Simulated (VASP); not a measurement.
# Ba in VASP: a series of runs

Ba is run at these levels: PBE; tasks: single point.

Program: VASP 6.6.1. These are calculated values, not measurements. Logs are shortened: lines on timing, memory, paths and dates and some standing lists are left out, and cuts for length are marked.

**1. The cell of the first run**

The cell holds a slab with vacuum, 4 atoms: a = 4.572 Å, b = 4.572 Å, c = 24.698 Å, α = 90.00°, β = 90.00°, γ = 90.00°.

**2. Single point, PBE**

Input file INCAR:

```
SYSTEM = Ba
PREC = Accurate
ENCUT = 400
EDIFF = 1E-6
ISMEAR = -1
SIGMA = 0.05
LREAL = .False.
LASPH = .True.
NELM = 120
ALGO = Normal
ISIF = 2
LWAVE = .False.
LCHARG = .False.
GGA = PE
NBANDS = 28
GGA_COMPAT = .False.
NELMDL = -8
```

Input file KPOINTS:

```
Automatic mesh
0
Gamma
  6 6 1
  0 0 0
```

Input file POSCAR:

```
Ba
1.0
    4.5716786896      0.0000000000      0.0000000000
    0.0000000000      4.5716786896      0.0000000000
    0.0000000000      0.0000000000     24.6979950084
Ba
4
Direct
    0.5000000000      0.5000000000      0.3036683746
    0.0000000000      0.0000000000      0.4345561249
    0.5000000000      0.5000000000      0.5654438751
    0.0000000000      0.0000000000      0.6963316254
```

Potentials or basis: VASP PAW PBE potentials, release 64 (Ba_sv).

Started as:

```console
$ cat potpaw_PBE.64/Ba_sv/POTCAR > POTCAR
$ mpirun -np 1 vasp_std > vasp.out
```

OUTCAR:

```text
SYSTEM = Ba
   PREC = Accurate
   ENCUT = 400
   EDIFF = 1E-6
   ISMEAR = -1
   LREAL = .False.
   LASPH = .True.
   NELM = 120
   ISIF = 2
   GGA = PE
   NELMDL = -8

 ion  position               nearest neighbor table
   1  0.500  0.500  0.304-   2 4.57   2 4.57   2 4.57   2 4.57
   2  0.000  0.000  0.435-   3 4.57   3 4.57   3 4.57   3 4.57   1 4.57   1 4.57   1 4.57   1 4.57

   3  0.500  0.500  0.565-   2 4.57   2 4.57   2 4.57   2 4.57   4 4.57   4 4.57   4 4.57   4 4.57

   4  0.000  0.000  0.696-   3 4.57   3 4.57   3 4.57   3 4.57

  LATTYP: Found a simple tetragonal cell.
 ALAT       =     4.5716786896
 C/A-ratio  =     5.4023908252

  Lattice vectors:

 A1 = (   4.5716786896,   0.0000000000,   0.0000000000)
 A2 = (   0.0000000000,   4.5716786896,   0.0000000000)
 A3 = (   0.0000000000,   0.0000000000,  24.6979950084)

Analysis of symmetry for initial positions (statically):
=====================================================================
 Subroutine PRICEL returns:
 Original cell was already a primitive cell.

 Routine SETGRP: Setting up the symmetry group for a
 simple tetragonal supercell.

 Subroutine GETGRP returns: Found 16 space group operations
 (whereof  8 operations were pure point group operations)
 out of a pool of 16 trial point group operations.

The static configuration has the point symmetry C_4v.
 The point group associated with its full space group is D_4h.

Analysis of symmetry for dynamics (positions and initial velocities):
=====================================================================
 Subroutine PRICEL returns:
 Original cell was already a primitive cell.

 Routine SETGRP: Setting up the symmetry group for a
 simple tetragonal supercell.

 Subroutine GETGRP returns: Found 16 space group operations
 (whereof  8 operations were pure point group operations)
 out of a pool of 16 trial point group operations.

The dynamic configuration has the point symmetry C_4v.
 The point group associated with its full space group is D_4h.

 Subroutine INISYM returns: Found 16 space group operations
 (whereof  8 operations are pure point group operations),
 and found     1 'primitive' translations

----------------------------------------------------------------------------------------

                                     Primitive cell

  volume of cell :     516.1942

  direct lattice vectors                    reciprocal lattice vectors
     4.571678690  0.000000000  0.000000000     0.218738032  0.000000000  0.000000000
     0.000000000  4.571678690  0.000000000     0.000000000  0.218738032  0.000000000
     0.000000000  0.000000000 24.697995008     0.000000000  0.000000000  0.040489117

  length of vectors
     4.571678690  4.571678690 24.697995008     0.218738032  0.218738032  0.040489117

  position of ions in fractional coordinates (direct lattice)
     0.500000000  0.500000000  0.303668375
     0.000000000  0.000000000  0.434556125
     0.500000000  0.500000000  0.565443875
     0.000000000  0.000000000  0.696331625

  ion indices of the primitive-cell ions
   primitive index   ion index
                 1           1
                 2           2
                 3           3
                 4           4

----------------------------------------------------------------------------------------

 KPOINTS: Automatic mesh

Automatic generation of k-mesh.
 Grid dimensions read from file:
 generate k-points for:    6    6    1

 Generating k-lattice:

  Cartesian coordinates                     Fractional coordinates (reciprocal lattice)
     0.036456339  0.000000000  0.000000000     0.166666667  0.000000000  0.000000000
     0.000000000  0.036456339  0.000000000     0.000000000  0.166666667  0.000000000
     0.000000000  0.000000000  0.040489117     0.000000000  0.000000000  1.000000000

  Length of vectors
     0.036456339  0.036456339  0.040489117

  Shift w.r.t. Gamma in fractional coordinates (k-lattice)
     0.000000000  0.000000000  0.000000000

 Subroutine IBZKPT returns following result:
 ===========================================

 Found     10 irreducible k-points:

 Following reciprocal coordinates:
            Coordinates               Weight
  0.000000  0.000000  0.000000      1.000000
  0.166667  0.000000  0.000000      4.000000
  0.333333  0.000000  0.000000      4.000000
  0.500000  0.000000  0.000000      2.000000
  0.166667  0.166667  0.000000      4.000000
  0.333333  0.166667  0.000000      8.000000
  0.500000  0.166667  0.000000      4.000000
  0.333333  0.333333  0.000000      4.000000
  0.500000  0.333333  0.000000      4.000000
  0.500000  0.500000  0.000000      1.000000
   k-points           NKPTS =     10   k-points in BZ     NKDIM =     10   number of bands    NBANDS=     28
   number of dos      NEDOS =    301   number of ions     NIONS =      4
   total plane-waves  NPLWV = 145800
   dimension x,y,z NGX =    30 NGY =   30 NGZ =  162
   dimension x,y,z NGXF=    60 NGYF=   60 NGZF=  324
   ions per type =               4
   NGX,Y,Z   is equivalent  to a cutoff of  10.91, 10.91, 10.90 a.u.
   NGXF,Y,Z  is equivalent  to a cutoff of  21.82, 21.82, 21.81 a.u.
 SYSTEM =  Ba
   PREC   = accura    normal or accurate (medium, high low for compatibility)
   ISTART =      0    job   : 0-new  1-cont  2-samecut
   ICHARG =      2    charge: 1-file 2-atom 10-const
   ISPIN  =      1    spin polarized calculation?
   LNONCOLLINEAR =      F non collinear calculations
   LSORBIT =      F    spin-orbit coupling
   LASPH  =      T    aspherical Exc in radial PAW
   ENCUT  =  400.0 eV  29.40 Ry    5.42 a.u.   7.46  7.46 40.28*2*pi/ulx,y,z
   NELM   =    120;   NELMIN=  2; NELMDL= -8     # of ELM steps
   EDIFF  = 0.1E-05   stopping-criterion for ELM
   LREAL  =      F    real-space projection
   EDIFFG = 0.1E-04   stopping-criterion for IOM
   NSW    =      0    number of steps for IOM
   IBRION =     -1    ionic relax: 0-MD 1-quasi-New 2-CG
   NFREE  =      0    steps in history (QN), initial steepest desc. (CG)
   ISIF   =      2    stress and relaxation
   ISYM   =      2    0-nonsym 1-usesym 2-fastsym
   POTIM  = 0.5000    time-step for ionic-motion
   TEBEG  =    0.0;   TEEND  =   0.0 temperature during run
   PSTRESS=    0.0 pullay stress
   NELECT =      40.0000    total number of electrons
   NUPDOWN=      -1.0000    fix difference up-down
   EMIN   =  10.00;   EMAX   =-10.00  energy-range for DOS
   EFERMI =   0.00;   METHOD = LEGACY
   ISMEAR =    -1;   SIGMA  =   0.05  broadening in eV -4-tet -1-fermi 0-gaus
   EFERMI_NEDOS =   21; number of points for ismear=-14 and -15
   IALGO  =     38    algorithm
   IMIX   =      4    mixing-type and parameters
     AMIX     =   0.40;   BMIX     =  1.00
     AMIX_MAG =   1.60;   BMIX_MAG =  1.00
  volume/ion in A,a.u.               =     129.05       870.86
  Fermi-wavevector in a.u.,A,eV,Ry     =   0.697949  1.318933  6.627847  0.487133
  Thomas-Fermi vector in A             =   1.781418
   LORBIT       =      0    0 simple, 1 ext, 2 COOP (PROOUT), +10 PAW based schemes
   GGA     = PE    functional components
   LHFCALC =     F    Hartree Fock is set to
   AEXX    =    0.0000 exact exchange contribution
   IVDW    =     0    specifies the selected vdW correction
   LEPSILON=     F    determine dielectric tensor
   LRPA    =     F    only Hartree local field effects (RPA)
 non-spin polarized calculation
  energy-cutoff  :      400.00
  volume of cell :      516.19
 maximum number of plane-waves:      9441
 NGX is ok and might be reduce to    30
   NGX = 15   NGY = 15   NGZ = 81

 number of electron      40.0000000 magnetization

 Free energy of the ion-electron system (eV)
  ---------------------------------------------------
  ext. energy  EPLUGINS =         0.00000000
  ---------------------------------------------------
  free energy    TOTEN  =        -6.78015671 eV

  energy without entropy =       -6.71562907  energy(sigma->0) =       -6.74789289

 E-fermi :  -0.2121     XC(G=0):  -4.4203

 val. band max:       -0.2246898406   @ k =   0.3333   0.1667   0.0000
 cond. band min:      -0.2111610709   @ k =   0.3333   0.3333   0.0000
 fundamental gap:      0.0135287697
 Fermi energy:        -0.2121032343

 k-point     1 :       0.0000    0.0000    0.0000
  band No.  band energies     occupation
      1     -29.7523      2.00000
      2     -29.7523      2.00000
      3     -29.2080      2.00000
      4     -29.1884      2.00000
      5     -14.9782      2.00000
      6     -14.9758      2.00000
[... 20 lines left out ...]
     27       1.2501      0.00000
     28       1.5310      0.00000

 k-point     2 :       0.1667    0.0000    0.0000
  band No.  band energies     occupation
      1     -29.7499      2.00000
      2     -29.7499      2.00000
      3     -29.2043      2.00000
      4     -29.1873      2.00000
      5     -14.9715      2.00000
      6     -14.9710      2.00000
[... 20 lines left out ...]
     27       1.1696      0.00000
     28       1.2681      0.00000

 k-point     3 :       0.3333    0.0000    0.0000
  band No.  band energies     occupation
      1     -29.7451      2.00000
      2     -29.7451      2.00000
      3     -29.1959      2.00000
      4     -29.1861      2.00000
      5     -14.9619      2.00000
      6     -14.9598      2.00000
[... 20 lines left out ...]
     27       1.1825      0.00000
     28       1.2122      0.00000

 k-point     4 :       0.5000    0.0000    0.0000
  band No.  band energies     occupation
      1     -29.7427      2.00000
      2     -29.7427      2.00000
      3     -29.1886      2.00000
      4     -29.1886      2.00000
      5     -14.9734      2.00000
      6     -14.9734      2.00000
[... 144 lines left out ...]
     27       0.8444      0.00000
     28       1.0898      0.00000

 k-point     9 :       0.5000    0.3333    0.0000
  band No.  band energies     occupation
      1     -29.7357      2.00000
      2     -29.7357      2.00000
      3     -29.1814      2.00000
      4     -29.1814      2.00000
      5     -14.9535      2.00000
      6     -14.9535      2.00000
[... 20 lines left out ...]
     27       1.0782      0.00000
     28       1.0782      0.00000

 k-point    10 :       0.5000    0.5000    0.0000
  band No.  band energies     occupation
      1     -29.7334      2.00000
      2     -29.7334      2.00000
      3     -29.1790      2.00000
      4     -29.1790      2.00000
      5     -14.9478      2.00000
      6     -14.9478      2.00000
[... 20 lines left out ...]
     27       1.7029      0.00000
     28       1.7345      0.00000

------------------------ aborting loop because EDIFF is reached ----------------------------------------

  FORCE on cell =-STRESS in cart. coord.  units (eV):
  Direction    XX          YY          ZZ          XY          YZ          ZX
  --------------------------------------------------------------------------------------
  -------------------------------------------------------------------------------------
  Total       -1.2069580     -1.2069580     -0.5692506      0.0000000      0.0000000      0.0000000
  in kB       -3.7461886     -3.7461886     -1.7668554      0.0000000      0.0000000      0.0000000
  external PRESSURE =      -3.0864109 kB  Pullay stress =       0.0000000 kB

 VOLUME and BASIS-vectors are now :
 -----------------------------------------------------------------------------
  energy-cutoff  :      400.00
  volume of cell :      516.19
      direct lattice vectors                 reciprocal lattice vectors
     4.571678690  0.000000000  0.000000000     0.218738032  0.000000000  0.000000000
     0.000000000  4.571678690  0.000000000     0.000000000  0.218738032  0.000000000
     0.000000000  0.000000000 24.697995008     0.000000000  0.000000000  0.040489117

 POSITION                                       TOTAL-FORCE (eV/Angst)
 -----------------------------------------------------------------------------------
      2.28584      2.28584      7.50000        -0.000000     -0.000000      0.071280
      0.00000      0.00000     10.73267         0.000000      0.000000     -0.043316
      2.28584      2.28584     13.96533         0.000000     -0.000000      0.043316
      0.00000      0.00000     17.19800         0.000000     -0.000000     -0.071280
 -----------------------------------------------------------------------------------
    total drift:                                0.000000      0.000000      0.000000

  FREE ENERGIE OF THE ION-ELECTRON SYSTEM (eV)
  ---------------------------------------------------
  free  energy   TOTEN  =        -6.7801567093 eV

  energy  without entropy=       -6.7156290705  energy(sigma->0) =       -6.74789289
```

Wall time 5.1 min (1 thread of Intel Xeon 8259CL, shared host); peak memory 0.39 GiB.

What came out:

```
Free energy            : -6.7802 eV
Largest force          : 0.071 eV/Å
Band gap on the k mesh : zero (bands 20 and 21 overlap by 0.08 eV)
```

Forces in eV/Å, atoms in the order of the input:
```
Ba   0.000  0.000  0.071
Ba   0.000  0.000 -0.043
Ba   0.000  0.000  0.043
Ba   0.000  0.000 -0.071
```

Levels at points of the mesh, in eV from the Fermi level:
```
           k point  band 16  band 17  band 18  band 19  band 20  band 21  band 22  band 23  band 24  band 25
(0.00, 0.00, 0.00)   -14.02    -2.60    -2.10    -1.39    -0.87    -0.08     0.15     0.43     0.45     0.69
(0.50, 0.00, 0.00)   -14.04    -0.88    -0.88    -0.67    -0.67     0.38     0.38     0.68     0.68     0.82
(0.50, 0.50, 0.00)   -14.14    -0.63    -0.63    -0.28    -0.28    -0.04    -0.04     0.32     0.32     1.01
```

Caveat: there is no dipole correction, which matters where the two faces differ; spin-orbit coupling is left out, which moves the levels of the heavy elements.

(Part 1 of 2 ends here.)
